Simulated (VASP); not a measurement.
A run of VASP 6.6.1:

File INCAR:

```
ALGO     = Normal         # electronic algorithm
EDIFF    = 1E-6           # SCF threshold, eV
ENCUT    = 520            # plane-wave cutoff, eV
GGA      = RE             # functional
ISIF     = 2              # what is computed and relaxed
ISMEAR   = -1             # smearing method
ISPIN    = 2              # spin polarisation
LASPH    = T              # aspherical terms in the spheres
LCHARG   = T              # write CHGCAR
LELF     = T              # ELF
LMAXMIX  = 4              # l up to which the mixer works
LORBIT   = 11             # projections on sites
LREAL    = F              # projectors in reciprocal space
LVHAR    = T            
LWAVE    = F              # write WAVECAR
MAGMOM   = 0.685          # initial moments
NBANDS   = 15             # bands
NELM     = 150            # most SCF steps
PREC     = Accurate       # precision mode
SIGMA    = 0.05           # smearing width, eV
```

File KPOINTS:

```
k-points
0
Gamma
  25 25 25
```

The input POSCAR:

```
Ni
1.0
    0.0000000000      1.7718334194      1.7718334194
    1.7718334194      0.0000000000      1.7718334194
    1.7718334194      1.7718334194      0.0000000000
Ni
1
Direct
    0.0000000000      0.0000000000      0.0000000000
```

Potentials or basis: VASP PAW PBE potentials, release 64 (Ni).

Run with:

```sh
$ cat potpaw_PBE.64/Ni/POTCAR > POTCAR
$ mpirun -np 1 vasp_std > vasp.out
```

Hardware: 1 thread of AMD EPYC 7R13, on a shared host.

Q: Estimate the wall time of this run.

A: Run time: 3.9 min on 1 thread of AMD EPYC 7R13 (shared host), peak memory 0.19 GiB. Counts: scf iterations 12, k points 455.
